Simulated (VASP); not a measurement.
# Ta3N (P4/mmm) in VASP: single point with PBE

Aim: the single point of Ta3N with PBE.

Everything below comes from runs of VASP 6.6.1. Logs are shortened: lines on timing, memory, paths and dates and some standing lists are left out, and cuts for length are marked.

## 1. The cell of the first run

The structure is tetragonal, space group P4/mmm (No. 123). Conventional cell: a = 2.895 Å, b = 2.895 Å, c = 8.588 Å, α = 90.00°, β = 90.00°, γ = 90.00°. Within 3.6 Å of Ta (site symmetry 4mm) lie 6 Ta at 2.67 to 2.96 Å and 4 N at 3.60 Å. Within 2.7 Å of Ta (site symmetry 4/mmm) lie 4 N at 2.05 Å. N (site symmetry 4/mmm) has 4 Ta at 2.05 Å within 2.7 Å.

The cell was generated, and may not be a known phase.

## 2. Single point, PBE

File INCAR:

```
SYSTEM = Ta3N
  PREC = Accurate
  ENCUT = 700
  EDIFF = 1E-6
  ISMEAR = 0
  SIGMA = 0.1
  LREAL = .FALSE.
  LASPH = .TRUE.
  NELM = 120
  ALGO = Normal
  ISIF = 2
  LWAVE = .FALSE.
  LCHARG = .FALSE.
  GGA = PE
  NBANDS = 30
  GGA_COMPAT = .FALSE.
```

File KPOINTS:

```
regular mesh
0
G
  16 16 6
  0 0 0
```

File POSCAR:

```
Ta3N
1.0
    2.8950516122      0.0000000000      0.0000000000
    0.0000000000      2.8950516122      0.0000000000
    0.0000000000      0.0000000000      8.5879839173
Ta N
3 1
Direct
    0.5000000000      0.5000000000      0.8446594262
    0.5000000000      0.5000000000      0.1553405738
    0.5000000000      0.5000000000      0.5000000000
    0.0000000000      0.0000000000      0.5000000000
```

Potentials or basis: VASP PAW PBE potentials, release 64 (Ta_sv_GW, N).

Command:

```bash
$ cat potpaw_PBE.64/Ta_sv_GW/POTCAR potpaw_PBE.64/N/POTCAR > POTCAR
$ mpirun -np 1 vasp_std > vasp.out
```

OUTCAR:

```text
SYSTEM = Ta3N
   PREC = Accurate
   ENCUT = 700
   EDIFF = 1E-6
   ISMEAR = 0
   LREAL = .FALSE.
   LASPH = .TRUE.
   NELM = 120
   ISIF = 2
   GGA = PE

 ion  position               nearest neighbor table
   1  0.500  0.500  0.845-   2 2.67   3 2.96
   2  0.500  0.500  0.155-   1 2.67   3 2.96
   3  0.500  0.500  0.500-   4 2.05   4 2.05   4 2.05   4 2.05   1 2.96   2 2.96
   4  0.000  0.000  0.500-   3 2.05   3 2.05   3 2.05   3 2.05

  LATTYP: Found a simple tetragonal cell.
 ALAT       =     2.8950516122
 C/A-ratio  =     2.9664355140

  Lattice vectors:

 A1 = (   2.8950516122,   0.0000000000,   0.0000000000)
 A2 = (   0.0000000000,   2.8950516122,   0.0000000000)
 A3 = (   0.0000000000,   0.0000000000,   8.5879839173)

Analysis of symmetry for initial positions (statically):
=====================================================================
 Subroutine PRICEL returns:
 Original cell was already a primitive cell.

 Routine SETGRP: Setting up the symmetry group for a
 simple tetragonal supercell.

 Subroutine GETGRP returns: Found 16 space group operations
 (whereof 16 operations were pure point group operations)
 out of a pool of 16 trial point group operations.

The static configuration has the point symmetry D_4h.

Analysis of symmetry for dynamics (positions and initial velocities):
=====================================================================
 Subroutine PRICEL returns:
 Original cell was already a primitive cell.

 Routine SETGRP: Setting up the symmetry group for a
 simple tetragonal supercell.

 Subroutine GETGRP returns: Found 16 space group operations
 (whereof 16 operations were pure point group operations)
 out of a pool of 16 trial point group operations.

The dynamic configuration has the point symmetry D_4h.

 Subroutine INISYM returns: Found 16 space group operations
 (whereof 16 operations are pure point group operations),
 and found     1 'primitive' translations

----------------------------------------------------------------------------------------

                                     Primitive cell

  volume of cell :      71.9787

  direct lattice vectors                    reciprocal lattice vectors
     2.895051612  0.000000000  0.000000000     0.345416985  0.000000000  0.000000000
     0.000000000  2.895051612  0.000000000     0.000000000  0.345416985  0.000000000
     0.000000000  0.000000000  8.587983917     0.000000000  0.000000000  0.116441764

  length of vectors
     2.895051612  2.895051612  8.587983917     0.345416985  0.345416985  0.116441764

  position of ions in fractional coordinates (direct lattice)
     0.500000000  0.500000000  0.844659426
     0.500000000  0.500000000  0.155340574
     0.500000000  0.500000000  0.500000000
     0.000000000  0.000000000  0.500000000

  ion indices of the primitive-cell ions
   primitive index   ion index
                 1           1
                 2           2
                 3           3
                 4           4

----------------------------------------------------------------------------------------

 KPOINTS: regular mesh

Automatic generation of k-mesh.
 Grid dimensions read from file:
 generate k-points for:   16   16    6

 Generating k-lattice:

  Cartesian coordinates                     Fractional coordinates (reciprocal lattice)
     0.021588562  0.000000000  0.000000000     0.062500000  0.000000000  0.000000000
     0.000000000  0.021588562  0.000000000     0.000000000  0.062500000  0.000000000
     0.000000000  0.000000000  0.019406961     0.000000000  0.000000000  0.166666667

  Length of vectors
     0.021588562  0.021588562  0.019406961

  Shift w.r.t. Gamma in fractional coordinates (k-lattice)
     0.000000000  0.000000000  0.000000000

 Subroutine IBZKPT returns following result:
 ===========================================

 Found    180 irreducible k-points:

 Following reciprocal coordinates:
            Coordinates               Weight
  0.000000  0.000000  0.000000      1.000000
  0.062500  0.000000  0.000000      4.000000
  0.125000  0.000000  0.000000      4.000000
  0.187500  0.000000  0.000000      4.000000
  0.250000  0.000000  0.000000      4.000000
  0.312500  0.000000  0.000000      4.000000
[... 16 lines left out ...]
  0.437500  0.125000  0.000000      8.000000
  0.500000  0.125000  0.000000      4.000000
 [... further k-points ...]
   k-points           NKPTS =    180   k-points in BZ     NKDIM =    180   number of bands    NBANDS=     30
   number of dos      NEDOS =    301   number of ions     NIONS =      4
   total plane-waves  NPLWV =  62720
   dimension x,y,z NGX =    28 NGY =   28 NGZ =   80
   dimension x,y,z NGXF=    56 NGYF=   56 NGZF=  160
   ions per type =               3   1
   NGX,Y,Z   is equivalent  to a cutoff of  16.08, 16.08, 15.49 a.u.
   NGXF,Y,Z  is equivalent  to a cutoff of  32.16, 32.16, 30.97 a.u.
 SYSTEM =  Ta3N
   PREC   = accura    normal or accurate (medium, high low for compatibility)
   ISTART =      0    job   : 0-new  1-cont  2-samecut
   ICHARG =      2    charge: 1-file 2-atom 10-const
   ISPIN  =      1    spin polarized calculation?
   LNONCOLLINEAR =      F non collinear calculations
   LSORBIT =      F    spin-orbit coupling
   LASPH  =      T    aspherical Exc in radial PAW
   ENCUT  =  700.0 eV  51.45 Ry    7.17 a.u.   6.25  6.25 18.53*2*pi/ulx,y,z
   NELM   =    120;   NELMIN=  2; NELMDL= -5     # of ELM steps
   EDIFF  = 0.1E-05   stopping-criterion for ELM
   LREAL  =      F    real-space projection
   EDIFFG = 0.1E-04   stopping-criterion for IOM
   NSW    =      0    number of steps for IOM
   IBRION =     -1    ionic relax: 0-MD 1-quasi-New 2-CG
   NFREE  =      0    steps in history (QN), initial steepest desc. (CG)
   ISIF   =      2    stress and relaxation
   ISYM   =      2    0-nonsym 1-usesym 2-fastsym
   POTIM  = 0.5000    time-step for ionic-motion
   TEBEG  =    0.0;   TEEND  =   0.0 temperature during run
   PSTRESS=    0.0 pullay stress
   NELECT =      44.0000    total number of electrons
   NUPDOWN=      -1.0000    fix difference up-down
   EMIN   =  10.00;   EMAX   =-10.00  energy-range for DOS
   EFERMI =   0.00;   METHOD = LEGACY
   ISMEAR =     0;   SIGMA  =   0.10  broadening in eV -4-tet -1-fermi 0-gaus
   EFERMI_NEDOS =   21; number of points for ismear=-14 and -15
   IALGO  =     38    algorithm
   IMIX   =      4    mixing-type and parameters
     AMIX     =   0.40;   BMIX     =  1.00
     AMIX_MAG =   1.60;   BMIX_MAG =  1.00
  volume/ion in A,a.u.               =      17.99       121.43
  Fermi-wavevector in a.u.,A,eV,Ry     =   1.389391  2.625568 26.264782  1.930407
  Thomas-Fermi vector in A             =   2.513426
   LORBIT       =      0    0 simple, 1 ext, 2 COOP (PROOUT), +10 PAW based schemes
   GGA     = PE    functional components
   LHFCALC =     F    Hartree Fock is set to
   AEXX    =    0.0000 exact exchange contribution
   IVDW    =     0    specifies the selected vdW correction
   LEPSILON=     F    determine dielectric tensor
   LRPA    =     F    only Hartree local field effects (RPA)
 non-spin polarized calculation
 Gauss-broadening in eV      SIGMA  =   0.10
  energy-cutoff  :      700.00
  volume of cell :       71.98
 maximum number of plane-waves:      3050
 NGX is ok and might be reduce to    28
   NGX = 13   NGY = 13   NGZ = 37

 number of electron      43.9999998 magnetization

 Free energy of the ion-electron system (eV)
  ---------------------------------------------------
  ext. energy  EPLUGINS =         0.00000000
  ---------------------------------------------------
  free energy    TOTEN  =       -49.33947304 eV

  energy without entropy =      -49.32427156  energy(sigma->0) =      -49.33187230

 E-fermi :   8.4600     XC(G=0): -11.8831

 val. band max:        8.4562726630   @ k =   0.4375   0.1875   0.3333
 cond. band min:       8.4604566396   @ k =   0.3750   0.0625   0.1667
 fundamental gap:      0.0041839766
 Fermi energy:         8.4600474056

 k-point     1 :       0.0000    0.0000    0.0000
  band No.  band energies     occupation
      1     -59.9716      2.00000
      2     -59.4058      2.00000
      3     -59.3486      2.00000
      4     -26.4486      2.00000
      5     -26.2497      2.00000
      6     -26.2497      2.00000
[... 22 lines left out ...]
     29      11.4221      0.00000
     30      13.3205      0.00000

 k-point     2 :       0.0625    0.0000    0.0000
  band No.  band energies     occupation
      1     -59.9697      2.00000
      2     -59.4042      2.00000
      3     -59.3470      2.00000
      4     -26.4451      2.00000
      5     -26.2877      2.00000
      6     -26.2450      2.00000
[... 22 lines left out ...]
     29      11.8611      0.00000
     30      13.2172      0.00000

 k-point     3 :       0.1250    0.0000    0.0000
  band No.  band energies     occupation
      1     -59.9644      2.00000
      2     -59.3996      2.00000
      3     -59.3424      2.00000
      4     -26.4352      2.00000
      5     -26.3939      2.00000
      6     -26.2314      2.00000
[... 22 lines left out ...]
     29      12.8348      0.00000
     30      12.9760      0.00000

 k-point     4 :       0.1875    0.0000    0.0000
  band No.  band energies     occupation
      1     -59.9565      2.00000
      2     -59.3927      2.00000
      3     -59.3356      2.00000
      4     -26.5492      2.00000
      5     -26.4203      2.00000
      6     -26.2171      2.00000
[... 616 lines left out ...]
     29      11.6495      0.00000
     30      12.2479      0.00000

 k-point    23 :       0.4375    0.1250    0.0000
  band No.  band energies     occupation
      1     -59.9176      2.00000
      2     -59.3587      2.00000
      3     -59.3023      2.00000
      4     -27.1072      2.00000
      5     -26.3479      2.00000
      6     -26.2579      2.00000
[... 22 lines left out ...]
     29      12.2547      0.00000
     30      12.5912      0.00000

 k-point    24 :       0.5000    0.1250    0.0000
  band No.  band energies     occupation
      1     -59.9157      2.00000
      2     -59.3570      2.00000
      3     -59.3007      2.00000
      4     -27.1393      2.00000
      5     -26.3444      2.00000
      6     -26.2525      2.00000
[... 22 lines left out ...]
     29      12.2094      0.00000
     30      13.0149      0.00000

 [... further k-points ...]

------------------------ aborting loop because EDIFF is reached ----------------------------------------

  FORCE on cell =-STRESS in cart. coord.  units (eV):
  Direction    XX          YY          ZZ          XY          YZ          ZX
  --------------------------------------------------------------------------------------
  -------------------------------------------------------------------------------------
  Total       -0.0466222     -0.0466222     -0.1584561      0.0000000      0.0000000      0.0000000
  in kB       -1.0377651     -1.0377651     -3.5270828      0.0000000      0.0000000      0.0000000
  external PRESSURE =      -1.8675377 kB  Pullay stress =       0.0000000 kB

 VOLUME and BASIS-vectors are now :
 -----------------------------------------------------------------------------
  energy-cutoff  :      700.00
  volume of cell :       71.98
      direct lattice vectors                 reciprocal lattice vectors
     2.895051612  0.000000000  0.000000000     0.345416985  0.000000000  0.000000000
     0.000000000  2.895051612  0.000000000     0.000000000  0.345416985  0.000000000
     0.000000000  0.000000000  8.587983917     0.000000000  0.000000000  0.116441764

 POSITION                                       TOTAL-FORCE (eV/Angst)
 -----------------------------------------------------------------------------------
      1.44753      1.44753      7.25392         0.000000      0.000000      0.009185
      1.44753      1.44753      1.33406         0.000000     -0.000000     -0.009185
      1.44753      1.44753      4.29399         0.000000      0.000000      0.000000
      0.00000      0.00000      4.29399         0.000000      0.000000      0.000000
 -----------------------------------------------------------------------------------
    total drift:                                0.000000      0.000000      0.000000

  FREE ENERGIE OF THE ION-ELECTRON SYSTEM (eV)
  ---------------------------------------------------
  free  energy   TOTEN  =       -49.3394730390 eV

  energy  without entropy=      -49.3242715634  energy(sigma->0) =      -49.33187230
```

Wall time 12 min (1 thread of Intel Xeon Platinum 8259CL at 2.50GHz (Skylake/Cascade Lake), shared host); peak memory 0.63 GiB.

Results:

```yaml
Free_energy: -49.3395 eV
Pressure: -0.2 GPa
Largest_force: 0.009 eV/Å
Band_gap_on_the_k_mesh: zero (bands 22 and 23 overlap by 2.09 eV)
```

Forces on the atoms (eV/Å):
```
Ta   0.000  0.000  0.009
Ta   0.000  0.000 -0.009
Ta   0.000  0.000  0.000
N    0.000  0.000  0.000
```

Stress tensor (GPa, compression positive):
```
-0.10  0.00  0.00
 0.00 -0.10  0.00
 0.00  0.00 -0.35
```

Caveat: spin-orbit coupling is left out, which moves the levels of the heavy elements.
